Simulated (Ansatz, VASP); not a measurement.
**One calculation of Ni, two programs**

File INCAR:

```
PREC = Accurate ; ENCUT = 600
EDIFF = 1E-6 ; ISMEAR = -1
SIGMA = 0.1 ; LREAL = F
LASPH = T ; NELM = 200
ALGO = Normal ; ISIF = 2
LWAVE = F ; LCHARG = F
ISPIN = 2 ; MAGMOM = 2
LORBIT = 11 ; LMAXMIX = 4
GGA = PE ; NBANDS = 15
GGA_COMPAT = F
```

The input KPOINTS:

```
regular mesh
0
Gamma
  14 14 14
```

The input POSCAR:

```
Ni
1.0
    0.0000000000      1.7659500000      1.7659500000
    1.7659500000      0.0000000000      1.7659500000
    1.7659500000      1.7659500000      0.0000000000
Ni
1
Direct
    0.0000000000      0.0000000000      0.0000000000
```

Input for Ansatz:

```yaml
crystal:
  lattice:
    - [0.0, 1.76595, 1.76595]
    - [1.76595, 0.0, 1.76595]
    - [1.76595, 1.76595, 0.0]
  atoms:
    - { symbol: Ni, position: [0.0, 0.0, 0.0], spin: 2.0 }
magnetization:
  spin_polarized: true
hamiltonian:
  xc: pbe
  pseudopotentials: { kind: paw }
basis:
  ecutwfc: 420
kpoints:
  mp_grid: { grid: [14, 14, 14] }
scf:
  occupations: { method: fermi_dirac, width: 0.1 }
  lower_state_search: "off"
output:
  forces: true
  stress: true
  write_density: true
  write_potential: true
  elf: true
  volumetric_format: npy
```

Alike in both runs: task single point; functional PBE; k mesh 14 × 14 × 14; occupations fermi-dirac, width 0.1 eV; collinear spin.

|  | VASP | Ansatz |
| --- | --- | --- |
| version | VASP 6.6.1 | Ansatz 0.2.0 |
| potentials or method | VASP PAW PBE potentials, release 64 (Ni), cutoff 600 eV | PAW, plane waves, scalar-relativistic |
| valence electrons in the cell | 10 | 18 |

Ansatz gave:

```
pressure (GPa)                                                : -1.8
net moment per atom (μB)                                      : 0.62
size of the moment on the site where the two differ most (μB) : 0.66
```

Task: Which values does VASP return?

Result: Pressure (GPa): -1.9; net moment per atom (μB): 0.60; size of the moment on the site where the two differ most (μB): 0.61.

Site moments also hang on the region over which each program counts them. VASP's potentials hold 10 valence electrons a cell and Ansatz's 18, so a difference there can come from the potentials and not from the codes.
